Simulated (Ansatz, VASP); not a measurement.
# In in VASP and in Ansatz

File INCAR:

```
SYSTEM = In
ALGO = Normal ; EDIFF = 1E-6
ENCUT = 520 ; GGA = PS
ISIF = 2 ; ISMEAR = -1
LASPH = .TRUE. ; LCHARG = .FALSE.
LREAL = .FALSE. ; LWAVE = .FALSE.
NBANDS = 34 ; NELM = 60
PREC = Accurate ; SIGMA = 0.1
```

File KPOINTS:

```
k-points
0
G
  7 8 12
  0 0 0
```

POSCAR

```
In
1.0
    0.0000000000      5.7217878879      0.0000000000
    0.0000000000      0.0000000000      5.4496538129
    3.3034757773      0.0000000000      0.0000000000
In
4
Direct
    0.3333333330      0.2500000000      0.0000000000
    0.8333333330      0.2500000000      0.5000000000
    0.1666666670      0.7500000000      0.5000000000
    0.6666666670      0.7500000000      0.0000000000
```

Input for Ansatz:

```yaml
crystal:
  lattice:
    - [0.0, 5.7217878879, 0.0]
    - [0.0, 0.0, 5.4496538129]
    - [3.3034757773, 0.0, 0.0]
  atoms:
    - { symbol: In, position: [0.333333333, 0.25, 0.0] }
    - { symbol: In, position: [0.833333333, 0.25, 0.5] }
    - { symbol: In, position: [0.166666667, 0.75, 0.5] }
    - { symbol: In, position: [0.666666667, 0.75, 0.0] }
kpoints:
  mp_grid: { grid: [7, 8, 12] }
scf:
  occupations: { method: fermi_dirac, width: 0.1 }
hamiltonian:
  xc: pbesol
  pseudopotentials: { kind: all_electron, lapw: { basis_error: 0.001 } }
output:
  forces: true
  stress: true
  eigenvalues: true
```

Alike in both runs: task single point; functional PBEsol; k mesh 7 × 8 × 12; occupations fermi-dirac, width 0.1 eV; no spin polarisation.

```csv
,VASP,Ansatz
version,VASP 6.6.1,Ansatz 0.2.0
potentials or method,"VASP PAW PBE potentials, release 64 (In_d), cutoff 520 eV","all-electron LAPW, scalar-relativistic"
```

|  | VASP | Ansatz | Ansatz less VASP |
| --- | --- | --- | --- |
| pressure (GPa) | -0.1 | 0.0 | +0.04 |
| traceless stress, the component that is largest in VASP (GPa) | 0.20 | 0.20 | +0.001 |
| rms of the force components (eV/Å) | 0.003 | 0.003 | 0.0000 |

VASP's potentials were made for PBE, not for PBEsol. Atom by atom the forces differ by 0.000 eV/Å (rms over components). Ansatz ran all-electron here, and VASP with PAW potentials.
